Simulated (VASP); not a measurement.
# WC (WC type) (P-6m2) in VASP: notebook

Runs on WC (WC type). Level: PBE. Tasks: single point.

Program: VASP 6.6.1. These are calculated values, not measurements. Logs are shortened: lines on timing, memory, paths and dates and some standing lists are left out, and cuts for length are marked.

### 1 The cell of the first run

It takes space group P-6m2 (No. 187, hexagonal). The conventional cell has a = 2.464 Å, b = 2.464 Å, c = 2.488 Å, α = 90.00°, β = 90.00°, γ = 120.00°. Within 2.5 Å of W (site symmetry -6m2) lie 6 C at 1.89 Å and 8 W at 2.46 to 2.49 Å. C (site symmetry -6m2) has 6 W at 1.89 Å and 8 C at 2.46 to 2.49 Å within 2.5 Å.

### 2 Single point, PBE

File INCAR:

```
SYSTEM = WC
  ALGO = Normal
  EDIFF = 1E-6
  ENCUT = 520
  GGA = PE
  ISIF = 2
  ISMEAR = -1
  LASPH = .True.
  LCHARG = .True.
  LELF = .True.
  LREAL = .False.
  LVHAR = .True.
  LWAVE = .False.
  NBANDS = 16
  NELM = 60
  PREC = Accurate
  SIGMA = 0.1
```

File KPOINTS:

```
k-points
0
Gamma
  18 18 16
  0 0 0
```

File POSCAR:

```
WC
1.0
    2.4636095344      0.0000000000      0.0000000000
   -1.2318047672      2.1335484418      0.0000000000
    0.0000000000      0.0000000000      2.4879834486
W C
1 1
Direct
    0.0000000000      0.0000000000      0.0000000000
    0.3333333333      0.6666666667      0.5000000000
```

Potentials or basis: VASP PAW PBE potentials, release 64 (W_sv, C).

Started as:

```sh
$ cat potpaw_PBE.64/W_sv/POTCAR potpaw_PBE.64/C/POTCAR > POTCAR
$ mpirun -np 1 vasp_std > vasp.out
```

OUTCAR:

```text
SYSTEM = WC
   EDIFF = 1E-6
   ENCUT = 520
   GGA = PE
   ISIF = 2
   ISMEAR = -1
   LASPH = .True.
   LREAL = .False.
   NELM = 60
   PREC = Accurate

 ion  position               nearest neighbor table
   1  0.000  0.000  0.000-   2 1.89   2 1.89   2 1.89   2 1.89   2 1.89   2 1.89
   2  0.333  0.667  0.500-   1 1.89   1 1.89   1 1.89   1 1.89   1 1.89   1 1.89

  LATTYP: Found a hexagonal cell.
 ALAT       =     2.4636095344
 C/A-ratio  =     1.0098935785

  Lattice vectors:

 A1 = (   2.4636095344,   0.0000000000,   0.0000000000)
 A2 = (  -1.2318047672,   2.1335484418,   0.0000000000)
 A3 = (   0.0000000000,   0.0000000000,   2.4879834486)

Analysis of symmetry for initial positions (statically):
=====================================================================
 Subroutine PRICEL returns:
 Original cell was already a primitive cell.

 Routine SETGRP: Setting up the symmetry group for a
 hexagonal supercell.

 Subroutine GETGRP returns: Found 12 space group operations
 (whereof 12 operations were pure point group operations)
 out of a pool of 24 trial point group operations.

The static configuration has the point symmetry D_3h.

Analysis of symmetry for dynamics (positions and initial velocities):
=====================================================================
 Subroutine PRICEL returns:
 Original cell was already a primitive cell.

 Routine SETGRP: Setting up the symmetry group for a
 hexagonal supercell.

 Subroutine GETGRP returns: Found 12 space group operations
 (whereof 12 operations were pure point group operations)
 out of a pool of 24 trial point group operations.

The dynamic configuration has the point symmetry D_3h.

 Subroutine INISYM returns: Found 12 space group operations
 (whereof 12 operations are pure point group operations),
 and found     1 'primitive' translations

----------------------------------------------------------------------------------------

                                     Primitive cell

  volume of cell :      13.0774

  direct lattice vectors                    reciprocal lattice vectors
     2.463609534  0.000000000  0.000000000     0.405908479  0.234351370  0.000000000
    -1.231804767  2.133548442  0.000000000     0.000000000  0.468702740  0.000000000
     0.000000000  0.000000000  2.487983449     0.000000000  0.000000000  0.401931934

  length of vectors
     2.463609534  2.463609534  2.487983449     0.468702740  0.468702740  0.401931934

  position of ions in fractional coordinates (direct lattice)
     0.000000000  0.000000000  0.000000000
     0.333333333  0.666666667  0.500000000

  ion indices of the primitive-cell ions
   primitive index   ion index
                 1           1
                 2           2

----------------------------------------------------------------------------------------

 KPOINTS: k-points

Automatic generation of k-mesh.
 Grid dimensions read from file:
 generate k-points for:   18   18   16

 Generating k-lattice:

  Cartesian coordinates                     Fractional coordinates (reciprocal lattice)
     0.022550471  0.013019521  0.000000000     0.055555556  0.000000000  0.000000000
     0.000000000  0.026039041  0.000000000     0.000000000  0.055555556  0.000000000
     0.000000000  0.000000000  0.025120746     0.000000000  0.000000000  0.062500000

  Length of vectors
     0.026039041  0.026039041  0.025120746

  Shift w.r.t. Gamma in fractional coordinates (k-lattice)
     0.000000000  0.000000000  0.000000000

 Subroutine IBZKPT returns following result:
 ===========================================

 Found    333 irreducible k-points:

 Following reciprocal coordinates:
            Coordinates               Weight
  0.000000  0.000000  0.000000      1.000000
  0.055556 -0.000000  0.000000      6.000000
  0.111111 -0.000000  0.000000      6.000000
  0.166667  0.000000  0.000000      6.000000
  0.222222  0.000000  0.000000      6.000000
  0.277778  0.000000  0.000000      6.000000
[... 16 lines left out ...]
  0.333333  0.111111  0.000000     12.000000
  0.388889  0.111111  0.000000     12.000000
 [... further k-points ...]
   k-points           NKPTS =    333   k-points in BZ     NKDIM =    333   number of bands    NBANDS=     16
   number of dos      NEDOS =    301   number of ions     NIONS =      2
   total plane-waves  NPLWV =   6480
   dimension x,y,z NGX =    18 NGY =   18 NGZ =   20
   dimension x,y,z NGXF=    36 NGYF=   36 NGZF=   40
   ions per type =               1   1
   NGX,Y,Z   is equivalent  to a cutoff of  12.15, 12.15, 13.36 a.u.
   NGXF,Y,Z  is equivalent  to a cutoff of  24.29, 24.29, 26.73 a.u.
 SYSTEM =  WC
   PREC   = accura    normal or accurate (medium, high low for compatibility)
   ISTART =      0    job   : 0-new  1-cont  2-samecut
   ICHARG =      2    charge: 1-file 2-atom 10-const
   ISPIN  =      1    spin polarized calculation?
   LNONCOLLINEAR =      F non collinear calculations
   LSORBIT =      F    spin-orbit coupling
   LASPH  =      T    aspherical Exc in radial PAW
   ENCUT  =  520.0 eV  38.22 Ry    6.18 a.u.   4.58  4.58  4.63*2*pi/ulx,y,z
   NELM   =     60;   NELMIN=  2; NELMDL= -5     # of ELM steps
   EDIFF  = 0.1E-05   stopping-criterion for ELM
   LREAL  =      F    real-space projection
   EDIFFG = 0.1E-04   stopping-criterion for IOM
   NSW    =      0    number of steps for IOM
   IBRION =     -1    ionic relax: 0-MD 1-quasi-New 2-CG
   NFREE  =      0    steps in history (QN), initial steepest desc. (CG)
   ISIF   =      2    stress and relaxation
   ISYM   =      2    0-nonsym 1-usesym 2-fastsym
   POTIM  = 0.5000    time-step for ionic-motion
   TEBEG  =    0.0;   TEEND  =   0.0 temperature during run
   PSTRESS=    0.0 pullay stress
   NELECT =      18.0000    total number of electrons
   NUPDOWN=      -1.0000    fix difference up-down
   EMIN   =  10.00;   EMAX   =-10.00  energy-range for DOS
   EFERMI =   0.00;   METHOD = LEGACY
   ISMEAR =    -1;   SIGMA  =   0.10  broadening in eV -4-tet -1-fermi 0-gaus
   EFERMI_NEDOS =   21; number of points for ismear=-14 and -15
   IALGO  =     38    algorithm
   IMIX   =      4    mixing-type and parameters
     AMIX     =   0.40;   BMIX     =  1.00
     AMIX_MAG =   1.60;   BMIX_MAG =  1.00
  volume/ion in A,a.u.               =       6.54        44.13
  Fermi-wavevector in a.u.,A,eV,Ry     =   1.821063  3.441311 45.120614  3.316272
  Thomas-Fermi vector in A             =   2.877507
   LORBIT       =      0    0 simple, 1 ext, 2 COOP (PROOUT), +10 PAW based schemes
   GGA     = PE    functional components
   LHFCALC =     F    Hartree Fock is set to
   AEXX    =    0.0000 exact exchange contribution
   IVDW    =     0    specifies the selected vdW correction
   LEPSILON=     F    determine dielectric tensor
   LRPA    =     F    only Hartree local field effects (RPA)
 non-spin polarized calculation
  energy-cutoff  :      520.00
  volume of cell :       13.08
 maximum number of plane-waves:       367
   NGX =  9   NGY =  9   NGZ =  9

 number of electron      17.9999999 magnetization

 Free energy of the ion-electron system (eV)
  ---------------------------------------------------
  ext. energy  EPLUGINS =         0.00000000
  ---------------------------------------------------
  free energy    TOTEN  =       -14.22926824 eV

  energy without entropy =      -14.22205971  energy(sigma->0) =      -14.22566398

 E-fermi :  19.4942     XC(G=0): -16.5622

 val. band max:       19.4934641035   @ k =   0.4444   0.0000   0.3125
 cond. band min:      19.5196998011   @ k =   0.3889   0.1111   0.3750
 fundamental gap:      0.0262356976
 Fermi energy:        19.4941934398

 k-point     1 :       0.0000    0.0000    0.0000
  band No.  band energies     occupation
      1     -54.6101      2.00000
      2     -18.5296      2.00000
      3     -17.6354      2.00000
      4     -17.6354      2.00000
      5       1.0323      2.00000
      6      11.1065      2.00000
[... 8 lines left out ...]
     15      40.4070      0.00000
     16      40.5640      0.00000

 k-point     2 :       0.0556   -0.0000    0.0000
  band No.  band energies     occupation
      1     -54.5956      2.00000
      2     -18.5102      2.00000
      3     -17.7797      2.00000
      4     -17.6648      2.00000
      5       1.1945      2.00000
      6      11.2191      2.00000
[... 8 lines left out ...]
     15      39.0682      0.00000
     16      40.8581      0.00000

 k-point     3 :       0.1111   -0.0000    0.0000
  band No.  band energies     occupation
      1     -54.5536      2.00000
      2     -18.4542      2.00000
      3     -18.1817      2.00000
      4     -17.7486      2.00000
      5       1.6478      2.00000
      6      11.4318      2.00000
[... 8 lines left out ...]
     15      37.9616      0.00000
     16      41.6994      0.00000

 k-point     4 :       0.1667    0.0000    0.0000
  band No.  band energies     occupation
      1     -54.4889      2.00000
      2     -18.7639      2.00000
      3     -18.3672      2.00000
      4     -17.8748      2.00000
      5       2.3079      2.00000
      6      11.2426      2.00000
[... 8 lines left out ...]
     15      37.1718      0.00000
     16      41.6979      0.00000
[... 324 lines left out ...]
 k-point    22 :       0.2778    0.1111    0.0000
  band No.  band energies     occupation
      1     -54.2186      2.00000
      2     -20.6627      2.00000
      3     -18.5967      2.00000
      4     -17.9984      2.00000
      5       4.9561      2.00000
      6       9.8842      2.00000
[... 8 lines left out ...]
     15      39.6529      0.00000
     16      43.1288      0.00000

 k-point    23 :       0.3333    0.1111    0.0000
  band No.  band energies     occupation
      1     -54.1550      2.00000
      2     -21.0611      2.00000
      3     -18.7483      2.00000
      4     -17.9101      2.00000
      5       5.5174      2.00000
      6       9.8411      2.00000
[... 8 lines left out ...]
     15      40.1782      0.00000
     16      43.5522      0.00000

 k-point    24 :       0.3889    0.1111    0.0000
  band No.  band energies     occupation
      1     -54.1132      2.00000
      2     -21.3145      2.00000
      3     -18.8454      2.00000
      4     -17.8519      2.00000
      5       5.8411      2.00000
      6      10.0253      2.00000
[... 8 lines left out ...]
     15      39.5594      0.00000
     16      44.4120      0.00000

 [... further k-points ...]

------------------------ aborting loop because EDIFF is reached ----------------------------------------

  FORCE on cell =-STRESS in cart. coord.  units (eV):
  Direction    XX          YY          ZZ          XY          YZ          ZX
  --------------------------------------------------------------------------------------
  -------------------------------------------------------------------------------------
  Total       40.0906577     40.0906577     40.0822448     -0.0000000     -0.0000000     -0.0000000
  in kB     4911.7006783   4911.7006783   4910.6699675     -0.0000000     -0.0000000     -0.0000000
  external PRESSURE =    4911.3571081 kB  Pullay stress =       0.0000000 kB

 VOLUME and BASIS-vectors are now :
 -----------------------------------------------------------------------------
  energy-cutoff  :      520.00
  volume of cell :       13.08
      direct lattice vectors                 reciprocal lattice vectors
     2.463609534  0.000000000  0.000000000     0.405908479  0.234351370  0.000000000
    -1.231804767  2.133548442  0.000000000     0.000000000  0.468702740  0.000000000
     0.000000000  0.000000000  2.487983449     0.000000000  0.000000000  0.401931934

 POSITION                                       TOTAL-FORCE (eV/Angst)
 -----------------------------------------------------------------------------------
      0.00000      0.00000      0.00000         0.000000      0.000000      0.000000
     -0.00000      1.42237      1.24399        -0.000000     -0.000000      0.000000
 -----------------------------------------------------------------------------------
    total drift:                               -0.000000      0.000000     -0.000000

  FREE ENERGIE OF THE ION-ELECTRON SYSTEM (eV)
  ---------------------------------------------------
  free  energy   TOTEN  =       -14.2292682365 eV

  energy  without entropy=      -14.2220597146  energy(sigma->0) =      -14.22566398
```

Run time: 37 s. Hardware: 1 thread of AMD EPYC 9R45 (Zen 5), shared host; peak memory 0.15 GiB.

Results:

| Property | Result |
| --- | --- |
| Free energy | -14.2293 eV |
| Pressure | 491.1 GPa |
| Band gap on the k mesh | zero (band 9 reaches 21.55 eV, above the bottom of band 10 at 17.41 eV) |

Caveat: spin-orbit coupling is left out, which moves the levels of the heavy elements.

### 3 Single point, PBE

File INCAR:

```
SYSTEM = WC
ALGO = Normal
EDIFF = 1E-6
ENCUT = 520
GGA = PE
ISIF = 2
ISMEAR = -1
LASPH = .True.
LCHARG = .False.
LREAL = .False.
LWAVE = .False.
NBANDS = 16
NELM = 60
PREC = Accurate
SIGMA = 0.1
```

KPOINTS is that of step 2.

File POSCAR:

```
WC
1.0
    2.4620855099      0.0000000000      0.0000000000
   -1.2310427549      2.1322285978      0.0000000000
    0.0000000000      0.0000000000      2.4868201030
W C
1 1
Direct
    0.0000000000      0.0000000000      0.0000000000
    0.3333333333      0.6666666667      0.5000000000
```

Potentials or basis: VASP PAW PBE potentials, release 64 (W_sv, C).

Started as:

```sh
$ cat potpaw_PBE.64/W_sv/POTCAR potpaw_PBE.64/C/POTCAR > POTCAR
$ mpirun -np 1 vasp_std > vasp.out
```

OUTCAR:

```text
SYSTEM = WC
   EDIFF = 1E-6
   ENCUT = 520
   GGA = PE
   ISIF = 2
   ISMEAR = -1
   LASPH = .True.
   LREAL = .False.
   NELM = 60
   PREC = Accurate

 ion  position               nearest neighbor table
   1  0.000  0.000  0.000-   2 1.89   2 1.89   2 1.89   2 1.89   2 1.89   2 1.89
   2  0.333  0.667  0.500-   1 1.89   1 1.89   1 1.89   1 1.89   1 1.89   1 1.89

  LATTYP: Found a hexagonal cell.
 ALAT       =     2.4620855099
 C/A-ratio  =     1.0100461958

  Lattice vectors:

[... 642 lines left out ...]
------------------------ aborting loop because EDIFF is reached ----------------------------------------

  FORCE on cell =-STRESS in cart. coord.  units (eV):
  Direction    XX          YY          ZZ          XY          YZ          ZX
  --------------------------------------------------------------------------------------
  -------------------------------------------------------------------------------------
  Total       40.3016676     40.3016676     40.2889660      0.0000000     -0.0000000      0.0000000
  in kB     4945.9797472   4945.9797469   4944.4209532      0.0000001     -0.0000000      0.0000000
  external PRESSURE =    4945.4601491 kB  Pullay stress =       0.0000000 kB

 VOLUME and BASIS-vectors are now :
 -----------------------------------------------------------------------------
  energy-cutoff  :      520.00
  volume of cell :       13.06
      direct lattice vectors                 reciprocal lattice vectors
     2.462085510  0.000000000  0.000000000     0.406159736  0.234496433  0.000000000
    -1.231042755  2.132228598  0.000000000     0.000000000  0.468992866  0.000000000
     0.000000000  0.000000000  2.486820103     0.000000000  0.000000000  0.402119960

 POSITION                                       TOTAL-FORCE (eV/Angst)
 -----------------------------------------------------------------------------------
      0.00000      0.00000      0.00000         0.000000      0.000000      0.000000
     -0.00000      1.42149      1.24341        -0.000000      0.000000      0.000000
 -----------------------------------------------------------------------------------
    total drift:                                0.000000     -0.000000     -0.000000

  FREE ENERGIE OF THE ION-ELECTRON SYSTEM (eV)
  ---------------------------------------------------
  free  energy   TOTEN  =       -14.1606952980 eV

  energy  without entropy=      -14.1534786586  energy(sigma->0) =      -14.15708698
```

Wall time 35 s (1 thread of AMD EPYC 9R45 (Zen 5), shared host); peak memory 0.15 GiB.

Results:

```yaml
Free_energy: -14.1607 eV
Pressure: 494.5 GPa
Band_gap_on_the_k_mesh: zero (band 9 reaches 21.60 eV, above the bottom of band 10 at 17.44 eV)
```

Levels at points of the mesh, in eV from the Fermi level:
| k point | band 7 | band 8 | band 9 | band 10 | band 11 | band 12 |
| --- | --- | --- | --- | --- | --- | --- |
| (0.00, 0.00, 0.00) | -6.08 | -6.08 | -0.32 | 5.30 | 5.30 | 7.84 |
| (0.50, 0.00, 0.00) | -7.41 | -6.50 | -0.78 | 3.22 | 7.98 | 8.78 |
| (0.00, 0.00, 0.50) | -3.71 | -3.71 | -2.09 | -2.09 | 4.16 | 5.30 |
| (0.50, 0.00, 0.50) | -7.62 | -5.33 | 2.07 | 8.15 | 9.01 | 10.38 |

Caveat: spin-orbit coupling is left out, which moves the levels of the heavy elements.
